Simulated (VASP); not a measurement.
# BaS: electric field gradients with PBEsol

BaS:

```
CELL_PARAMETERS angstrom
-0.06388 3.16181 3.16181
3.16181 -0.06388 3.16181
3.16181 3.16181 -0.06388
ATOMIC_POSITIONS crystal
Ba 0.00000 0.00000 0.00000
S 0.50000 0.50000 0.50000
```

This cell differs from its parent crystal: equal xy, yz and zx shear strains of -2 %.

```yaml
Program: VASP 6.6.1
Task: electric field gradients
Functional: PBEsol
Potentials_or_basis: VASP PAW PBE potentials, release 64 (Ba_sv, S)
Cutoff: 520 eV
k_mesh: 8 × 8 × 8
Occupations: fermi-dirac, width 0.02 eV
Spin: no spin polarisation
Dipole_correction: no
Further_INCAR_settings: ALGO = Normal; EDIFF = 1e-08; NBANDS = 15
```

* Pressure: -0.5 GPa
* Band gap on the k mesh: 1.93 eV, indirect (least direct gap 2.09 eV)

Stress tensor (GPa, compression positive):
```
-0.54  0.35  0.35
 0.35 -0.54  0.35
 0.35  0.35 -0.54
```

Levels at points of the mesh, in eV from the valence-band top:
| k point | band 6 | band 7 | band 8 | band 9 | band 10 | band 11 |
| --- | --- | --- | --- | --- | --- | --- |
| (0.00, 0.00, 0.00) | -0.07 | -0.07 | 0.00 | 3.34 | 3.65 | 3.65 |
| (0.50, 0.00, 0.00) | -2.05 | -1.18 | -1.07 | 5.36 | 5.48 | 6.04 |
| (0.50, 0.50, 0.00) | -0.59 | -0.21 | -0.16 | 1.93 | 5.85 | 5.86 |
| (0.50, 0.50, 0.50) | -2.04 | -1.23 | -1.23 | 5.47 | 5.48 | 6.32 |

Electric field gradients, principal values (V/Å²):
| atom | least | middle | greatest (by size) |
| --- | --- | --- | --- |
| 1 Ba | -6.806 | -6.806 | 13.612 |
| 2 S | 1.296 | 1.296 | -2.593 |

Wall time 76 s on 1 thread of AMD EPYC 7R13 Processor (Zen 3), with other jobs on the host, peak memory 0.21 GiB.

Caveat: the cell differs from its parent crystal (equal xy, yz and zx shear strains of -2 %); without QUAD_EFG the Cq values of the log hold for a quadrupole moment of 1 mb, not for the nuclei; the PAW data sets were made with another functional, which shifts forces and pressure a little; spin-orbit coupling is left out, which moves the levels of the heavy elements. A k mesh can miss the band edges.
